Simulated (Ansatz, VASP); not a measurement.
One calculation of LiNbO3, two programs

```xyz
10
Lattice="2.5560 1.4757 4.8006 -2.5560 1.4757 4.8006 0.0000 -2.9514 4.8006" Properties=species:S:1:pos:R:3 pbc="T T T"
Li    0.0000    0.0000    3.6004
Li    0.0000    0.0000   10.8013
Nb    0.0000    0.0000    0.0000
Nb    0.0000    0.0000    7.2009
O    -0.6607   -1.4757    6.0007
O     1.6083    0.1657    6.0007
O    -0.9477    1.3100    6.0007
O     0.6607    1.4757    8.4010
O    -1.6083   -0.1657    8.4010
O     0.9477   -1.3100    8.4010
```

Alike in both runs: task single point; functional PBE; k mesh 6 × 6 × 6; occupations gaussian, width 0.05 eV; no spin polarisation.

|  | VASP | Ansatz |
| --- | --- | --- |
| version | VASP 6.6.1 | Ansatz 0.2.0 |
| potentials or method | VASP PAW PBE potentials, release 64 (Li_sv, Nb_sv, O), cutoff 520 eV | scalar-relativistic, plane waves, PAW |
| valence electrons in the cell | 68 | 68 |

Ansatz gave:

```
gap on the k mesh at the Fermi level (eV) : 2.40
least direct gap on the mesh (eV)         : 2.51
rms of the force components (eV/Å)        : 0.168
```

Problem. Which values does VASP return?

Solution. gap on the k mesh at the Fermi level (eV): 2.39; least direct gap on the mesh (eV): 2.50; rms of the force components (eV/Å): 0.180.

Atom by atom the forces differ by 0.012 eV/Å (rms over components). With one functional, cell and mesh, what is left measures potentials, basis and numerics.

Noted on VASP's run: the cutoff is under 1.25 times that of the potentials, so the pressure is a little rough.
